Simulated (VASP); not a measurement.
# Ti in VASP: single point with PBE

Aim: the single point of Ti with PBE.

Program: VASP 6.6.1. These are calculated values, not measurements. Logs are shortened: lines on timing, memory, paths and dates and some standing lists are left out, and cuts for length are marked.

## 1. The cell of the first run

The cell holds a wire with vacuum, 10 atoms: a = 14.900 Å, b = 14.400 Å, c = 4.650 Å, α = 90.00°, β = 90.00°, γ = 90.00°.

## 2. Single point, PBE

File INCAR:

```
PREC     = Accurate       # precision mode
ENCUT    = 520            # plane-wave cutoff, eV
EDIFF    = 1E-6           # SCF threshold, eV
ISMEAR   = 0              # smearing method
SIGMA    = 0.05           # smearing width, eV
LREAL    = F              # projectors in reciprocal space
LASPH    = T              # aspherical terms in the spheres
NELM     = 80             # most SCF steps
ALGO     = Normal         # electronic algorithm
ISIF     = 2              # what is computed and relaxed
LWAVE    = F              # write WAVECAR
LCHARG   = F              # write CHGCAR
GGA      = PE             # functional
NBANDS   = 71             # bands
```

File KPOINTS:

```
regular mesh
0
Gamma
  1 1 12
```

File POSCAR:

```
Ti
1.0
   14.9000000000      0.0000000000      0.0000000000
    0.0000000000     14.4000000000      0.0000000000
    0.0000000000      0.0000000000      4.6504271811
Ti
10
Direct
    0.4013898622      0.3232717531      0.2500000000
    0.3027797244      0.5000000000      0.2500000000
    0.5986101378      0.3232717531      0.2500000000
    0.5000000000      0.5000000000      0.2500000000
    0.4013898622      0.6767282469      0.2500000000
    0.6972202756      0.5000000000      0.2500000000
    0.5986101378      0.6767282469      0.2500000000
    0.4013898622      0.4410905844      0.7500000000
    0.5986101378      0.4410905844      0.7500000000
    0.5000000000      0.6178188313      0.7500000000
```

Potentials or basis: VASP PAW PBE potentials, release 64 (Ti_sv).

Command:

```sh
> cat potpaw_PBE.64/Ti_sv/POTCAR > POTCAR
> mpirun -np 1 vasp_std > vasp.out
```

OUTCAR:

```text
PREC = Accurate
   ENCUT = 520
   EDIFF = 1E-6
   ISMEAR = 0
   LREAL = F
   LASPH = T
   NELM = 80
   ISIF = 2
   GGA = PE

 ion  position               nearest neighbor table
   1  0.401  0.323  0.250-   8 2.88   8 2.88
   2  0.303  0.500  0.250-   8 2.88   8 2.88
   3  0.599  0.323  0.250-   9 2.88   9 2.88
   4  0.500  0.500  0.250-   8 2.88   9 2.88   8 2.88   9 2.88  10 2.88  10 2.88
   5  0.401  0.677  0.250-  10 2.88  10 2.88
   6  0.697  0.500  0.250-   9 2.88   9 2.88
   7  0.599  0.677  0.250-  10 2.88  10 2.88
   8  0.401  0.441  0.750-   2 2.88   4 2.88   2 2.88   4 2.88   1 2.88   1 2.88
   9  0.599  0.441  0.750-   4 2.88   6 2.88   4 2.88   6 2.88   3 2.88   3 2.88
  10  0.500  0.618  0.750-   5 2.88   7 2.88   5 2.88   7 2.88   4 2.88   4 2.88

  LATTYP: Found a simple orthorhombic cell.
 ALAT       =     4.6504271811
 B/A-ratio  =     3.0964897286
 C/A-ratio  =     3.2040067331

  Lattice vectors:

 A1 = (   0.0000000000,   0.0000000000,  -4.6504271811)
 A2 = (   0.0000000000,  14.4000000000,   0.0000000000)
 A3 = (  14.9000000000,   0.0000000000,   0.0000000000)

Analysis of symmetry for initial positions (statically):
=====================================================================
 Subroutine PRICEL returns:
 Original cell was already a primitive cell.

 Routine SETGRP: Setting up the symmetry group for a
 simple orthorhombic supercell.

 Subroutine GETGRP returns: Found  4 space group operations
 (whereof  2 operations were pure point group operations)
 out of a pool of  8 trial point group operations.

The static configuration has the point symmetry C_1h.
 The point group associated with its full space group is C_2v.

Analysis of symmetry for dynamics (positions and initial velocities):
=====================================================================
 Subroutine PRICEL returns:
 Original cell was already a primitive cell.

 Routine SETGRP: Setting up the symmetry group for a
 simple orthorhombic supercell.

 Subroutine GETGRP returns: Found  4 space group operations
 (whereof  2 operations were pure point group operations)
 out of a pool of  8 trial point group operations.

The dynamic configuration has the point symmetry C_1h.
 The point group associated with its full space group is C_2v.

 Subroutine INISYM returns: Found  4 space group operations
 (whereof  2 operations are pure point group operations),
 and found     1 'primitive' translations

----------------------------------------------------------------------------------------

                                     Primitive cell

  volume of cell :     997.7957

  direct lattice vectors                    reciprocal lattice vectors
    14.900000000  0.000000000  0.000000000     0.067114094  0.000000000  0.000000000
     0.000000000 14.400000000  0.000000000     0.000000000  0.069444444  0.000000000
     0.000000000  0.000000000  4.650427181     0.000000000  0.000000000  0.215034009

  length of vectors
    14.900000000 14.400000000  4.650427181     0.067114094  0.069444444  0.215034009

  position of ions in fractional coordinates (direct lattice)
     0.401389862  0.323271753  0.250000000
     0.302779724  0.500000000  0.250000000
     0.598610138  0.323271753  0.250000000
     0.500000000  0.500000000  0.250000000
     0.401389862  0.676728247  0.250000000
     0.697220276  0.500000000  0.250000000
     0.598610138  0.676728247  0.250000000
     0.401389862  0.441090584  0.750000000
     0.598610138  0.441090584  0.750000000
     0.500000000  0.617818831  0.750000000

  ion indices of the primitive-cell ions
   primitive index   ion index
                 1           1
                 2           2
                 3           3
                 4           4
                 5           5
                 6           6
                 7           7
                 8           8
                 9           9
                10          10

----------------------------------------------------------------------------------------

 KPOINTS: regular mesh

Automatic generation of k-mesh.
 Grid dimensions read from file:
 generate k-points for:    1    1   12

 Generating k-lattice:

  Cartesian coordinates                     Fractional coordinates (reciprocal lattice)
     0.067114094  0.000000000  0.000000000     1.000000000  0.000000000  0.000000000
     0.000000000  0.069444444  0.000000000     0.000000000  1.000000000  0.000000000
     0.000000000  0.000000000  0.017919501     0.000000000  0.000000000  0.083333333

  Length of vectors
     0.067114094  0.069444444  0.017919501

  Shift w.r.t. Gamma in fractional coordinates (k-lattice)
     0.000000000  0.000000000  0.000000000

 Subroutine IBZKPT returns following result:
 ===========================================

 Found      7 irreducible k-points:

 Following reciprocal coordinates:
            Coordinates               Weight
  0.000000  0.000000  0.000000      1.000000
  0.000000  0.000000  0.083333      2.000000
  0.000000  0.000000  0.166667      2.000000
  0.000000  0.000000  0.250000      2.000000
  0.000000  0.000000  0.333333      2.000000
  0.000000  0.000000  0.416667      2.000000
  0.000000  0.000000  0.500000      1.000000
   k-points           NKPTS =      7   k-points in BZ     NKDIM =      7   number of bands    NBANDS=     71
   number of dos      NEDOS =    301   number of ions     NIONS =     10
   total plane-waves  NPLWV = 435456
   dimension x,y,z NGX =   112 NGY =  108 NGZ =   36
   dimension x,y,z NGXF=   224 NGYF=  216 NGZF=   72
   ions per type =              10
   NGX,Y,Z   is equivalent  to a cutoff of  12.50, 12.47, 12.87 a.u.
   NGXF,Y,Z  is equivalent  to a cutoff of  24.99, 24.94, 25.74 a.u.
 SYSTEM =  unknown system
   PREC   = accura    normal or accurate (medium, high low for compatibility)
   ISTART =      0    job   : 0-new  1-cont  2-samecut
   ICHARG =      2    charge: 1-file 2-atom 10-const
   ISPIN  =      1    spin polarized calculation?
   LNONCOLLINEAR =      F non collinear calculations
   LSORBIT =      F    spin-orbit coupling
   LASPH  =      T    aspherical Exc in radial PAW
   ENCUT  =  520.0 eV  38.22 Ry    6.18 a.u.  27.70 26.77  8.65*2*pi/ulx,y,z
   NELM   =     80;   NELMIN=  2; NELMDL= -5     # of ELM steps
   EDIFF  = 0.1E-05   stopping-criterion for ELM
   LREAL  =      F    real-space projection
   EDIFFG = 0.1E-04   stopping-criterion for IOM
   NSW    =      0    number of steps for IOM
   IBRION =     -1    ionic relax: 0-MD 1-quasi-New 2-CG
   NFREE  =      0    steps in history (QN), initial steepest desc. (CG)
   ISIF   =      2    stress and relaxation
   ISYM   =      2    0-nonsym 1-usesym 2-fastsym
   POTIM  = 0.5000    time-step for ionic-motion
   TEBEG  =    0.0;   TEEND  =   0.0 temperature during run
   PSTRESS=    0.0 pullay stress
   NELECT =     120.0000    total number of electrons
   NUPDOWN=      -1.0000    fix difference up-down
   EMIN   =  10.00;   EMAX   =-10.00  energy-range for DOS
   EFERMI =   0.00;   METHOD = LEGACY
   ISMEAR =     0;   SIGMA  =   0.05  broadening in eV -4-tet -1-fermi 0-gaus
   EFERMI_NEDOS =   21; number of points for ismear=-14 and -15
   IALGO  =     38    algorithm
   IMIX   =      4    mixing-type and parameters
     AMIX     =   0.40;   BMIX     =  1.00
     AMIX_MAG =   1.60;   BMIX_MAG =  1.00
  volume/ion in A,a.u.               =      99.78       673.35
  Fermi-wavevector in a.u.,A,eV,Ry     =   0.808081  1.527051  8.884527  0.652994
  Thomas-Fermi vector in A             =   1.916820
   LORBIT       =      0    0 simple, 1 ext, 2 COOP (PROOUT), +10 PAW based schemes
   GGA     = PE    functional components
   LHFCALC =     F    Hartree Fock is set to
   AEXX    =    0.0000 exact exchange contribution
   IVDW    =     0    specifies the selected vdW correction
   LEPSILON=     F    determine dielectric tensor
   LRPA    =     F    only Hartree local field effects (RPA)
 non-spin polarized calculation
 Gauss-broadening in eV      SIGMA  =   0.05
  energy-cutoff  :      520.00
  volume of cell :      997.80
 maximum number of plane-waves:     26919
 NGX is ok and might be reduce to   112
   NGX = 55   NGY = 53   NGZ = 17

 number of electron     120.0000000 magnetization

 Free energy of the ion-electron system (eV)
  ---------------------------------------------------
  ext. energy  EPLUGINS =         0.00000000
  ---------------------------------------------------
  free energy    TOTEN  =       -62.10552847 eV

  energy without entropy =      -62.04979649  energy(sigma->0) =      -62.07766248

 E-fermi :  -1.0392     XC(G=0):  -3.5500

 val. band max:       -1.0567629359   @ k =   0.0000   0.0000   0.5000
 cond. band min:      -1.0371143063   @ k =   0.0000   0.0000   0.2500
 fundamental gap:      0.0196486296
 Fermi energy:        -1.0391613233

 k-point     1 :       0.0000    0.0000    0.0000
  band No.  band energies     occupation
      1     -58.1591      2.00000
      2     -58.1482      2.00000
      3     -58.1479      2.00000
      4     -58.1293      2.00000
      5     -58.1290      2.00000
      6     -58.1198      2.00000
[... 63 lines left out ...]
     70      -0.3581      0.00000
     71      -0.2282      0.00000

 k-point     2 :       0.0000    0.0000    0.0833
  band No.  band energies     occupation
      1     -58.1588      2.00000
      2     -58.1480      2.00000
      3     -58.1477      2.00000
      4     -58.1292      2.00000
      5     -58.1289      2.00000
      6     -58.1198      2.00000
[... 63 lines left out ...]
     70      -0.3330      0.00000
     71      -0.1860      0.00000

 k-point     3 :       0.0000    0.0000    0.1667
  band No.  band energies     occupation
      1     -58.1581      2.00000
      2     -58.1475      2.00000
      3     -58.1472      2.00000
      4     -58.1291      2.00000
      5     -58.1288      2.00000
      6     -58.1198      2.00000
[... 63 lines left out ...]
     70      -0.3058      0.00000
     71      -0.1294      0.00000

 k-point     4 :       0.0000    0.0000    0.2500
  band No.  band energies     occupation
      1     -58.1570      2.00000
      2     -58.1468      2.00000
      3     -58.1465      2.00000
      4     -58.1289      2.00000
      5     -58.1286      2.00000
      6     -58.1198      2.00000
[... 63 lines left out ...]
     70      -0.2025      0.00000
     71      -0.1783      0.00000

 k-point     5 :       0.0000    0.0000    0.3333
  band No.  band energies     occupation
      1     -58.1559      2.00000
      2     -58.1461      2.00000
      3     -58.1458      2.00000
      4     -58.1287      2.00000
      5     -58.1284      2.00000
      6     -58.1198      2.00000
[... 63 lines left out ...]
     70      -0.1425      0.00000
     71      -0.1313      0.00000

 k-point     6 :       0.0000    0.0000    0.4167
  band No.  band energies     occupation
      1     -58.1551      2.00000
      2     -58.1456      2.00000
      3     -58.1453      2.00000
      4     -58.1285      2.00000
      5     -58.1282      2.00000
      6     -58.1198      2.00000
[... 63 lines left out ...]
     70      -0.2158      0.00000
     71      -0.1074      0.00000

 k-point     7 :       0.0000    0.0000    0.5000
  band No.  band energies     occupation
      1     -58.1548      2.00000
      2     -58.1454      2.00000
      3     -58.1451      2.00000
      4     -58.1284      2.00000
      5     -58.1281      2.00000
      6     -58.1198      2.00000
[... 63 lines left out ...]
     70      -0.1957      0.00000
     71      -0.1404      0.00000

------------------------ aborting loop because EDIFF is reached ----------------------------------------

  FORCE on cell =-STRESS in cart. coord.  units (eV):
  Direction    XX          YY          ZZ          XY          YZ          ZX
  --------------------------------------------------------------------------------------
  -------------------------------------------------------------------------------------
  Total      -15.3359672    -15.3457278    -15.2435205      0.0000000      0.0000000      0.0000000
  in kB      -24.6252215    -24.6408942    -24.4767783      0.0000000      0.0000000      0.0000000
  external PRESSURE =     -24.5809647 kB  Pullay stress =       0.0000000 kB

 VOLUME and BASIS-vectors are now :
 -----------------------------------------------------------------------------
  energy-cutoff  :      520.00
  volume of cell :      997.80
      direct lattice vectors                 reciprocal lattice vectors
    14.900000000  0.000000000  0.000000000     0.067114094  0.000000000  0.000000000
     0.000000000 14.400000000  0.000000000     0.000000000  0.069444444  0.000000000
     0.000000000  0.000000000  4.650427181     0.000000000  0.000000000  0.215034009

 POSITION                                       TOTAL-FORCE (eV/Angst)
 -----------------------------------------------------------------------------------
      5.98071      4.65511      1.16261         0.163310      1.709874      0.000000
      4.51142      7.20000      1.16261         1.564117     -0.714632      0.000000
      8.91929      4.65511      1.16261        -0.163310      1.709874      0.000000
      7.45000      7.20000      1.16261        -0.000000      0.001656      0.000000
      5.98071      9.74489      1.16261         1.401270     -0.997796     -0.000000
     10.38858      7.20000      1.16261        -1.564117     -0.714632      0.000000
      8.91929      9.74489      1.16261        -1.401270     -0.997796     -0.000000
      5.98071      6.35170      3.48782         0.504199      0.291912      0.000000
      8.91929      6.35170      3.48782        -0.504199      0.291912      0.000000
      7.45000      8.89659      3.48782        -0.000000     -0.580371      0.000000
 -----------------------------------------------------------------------------------
    total drift:                                0.000000     -0.000241      0.000001

  FREE ENERGIE OF THE ION-ELECTRON SYSTEM (eV)
  ---------------------------------------------------
  free  energy   TOTEN  =       -62.1055284706 eV

  energy  without entropy=      -62.0497964907  energy(sigma->0) =      -62.07766248
```

It took 15 min on 1 thread of AMD EPYC 7R13 (Zen 3), shared host; peak memory 0.96 GiB.

Results:

```yaml
Free_energy: -62.1055 eV
Largest_force: 1.720 eV/Å
Band_gap_on_the_k_mesh: zero (band 60 reaches -0.83 eV, above the bottom of band 61 at -1.12 eV)
```

Forces on the atoms (eV/Å):
```
Ti   0.163  1.710  0.000
Ti   1.564 -0.715  0.000
Ti  -0.163  1.710  0.000
Ti   0.000  0.002  0.000
Ti   1.401 -0.998  0.000
Ti  -1.564 -0.715  0.000
Ti  -1.401 -0.998  0.000
Ti   0.504  0.292  0.000
Ti  -0.504  0.292  0.000
Ti   0.000 -0.580  0.000
```

Levels at points of the mesh, in eV from the Fermi level:
```csv
k point,band 58,band 59,band 60,band 61,band 62,band 63
"(0.00, 0.00, 0.00)",-0.14,-0.14,-0.09,-0.08,-0.05,0.44
"(0.00, 0.00, 0.50)",-0.02,0.04,0.21,0.21,0.23,0.23
```
